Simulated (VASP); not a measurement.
BaErO4: single point with PBE

The system is BaErO4.

```
CELL_PARAMETERS angstrom
0.00000 3.36230 3.36230
3.36230 0.00000 3.36230
3.36230 3.36230 0.00000
ATOMIC_POSITIONS crystal
Ba 0.75000 0.75000 0.75000
Er 0.00000 0.00000 0.00000
O 0.37342 0.37342 0.37342
O 0.87975 0.37342 0.37342
O 0.37342 0.87975 0.37342
O 0.37342 0.37342 0.87975
```

The cell was built from a structure type or drawn by symmetry, and may not be a known phase.

* Program: VASP 6.6.1
* Task: single point
* Functional: PBE
* Potentials or basis: VASP PAW PBE potentials, release 64 (Ba_sv, Er_3, O), 4f in core
* Cutoff: 600 eV
* k mesh: 10 × 10 × 10
* Occupations: gaussian, width 0.1 eV
* Spin: no spin polarisation
* Dipole correction: no
* Mended: yes
* Further INCAR settings: ALGO = Normal; EDIFF = 1e-06; NBANDS = 30

- Pressure: 1.8 GPa
- Largest force: 0.037 eV/Å
- Band gap on the k mesh: zero (an odd number of electrons rules out a gap without spin polarisation)

Forces on the atoms (eV/Å):
```
Ba   0.000  0.000  0.000
Er   0.000  0.000  0.000
O   -0.022 -0.022 -0.022
O   -0.022  0.022  0.022
O    0.022 -0.022  0.022
O    0.022  0.022 -0.022
```

Levels at points of the mesh, in eV from the Fermi level:
| k point | band 19 | band 20 | band 21 | band 22 | band 23 | band 24 |
| --- | --- | --- | --- | --- | --- | --- |
| (0.00, 0.00, 0.00) | -0.64 | -0.64 | 0.49 | 0.49 | 0.49 | 2.37 |
| (0.50, 0.00, 0.00) | -2.49 | -1.98 | -0.61 | 0.25 | 0.25 | 1.16 |
| (0.50, 0.50, 0.00) | -2.41 | -2.29 | -2.29 | 0.16 | 0.16 | 1.74 |

Wall time 70 s on 1 thread of Intel(R) Xeon(R) 6975P-C (Granite Rapids), on a shared host, peak memory 0.32 GiB.

Caveat: spin-orbit coupling is left out, which moves the levels of the heavy elements; the 4f electrons are frozen in the core, so they carry no moment and show no levels; an odd number of electrons without spin polarisation forces a metal; a magnetic or distorted state may lie lower; the run has no spin polarisation, though such a crystal can be magnetic. With open d or f shells a metallic result of PBE can be an artefact of self-interaction; +U or a hybrid may open a gap.
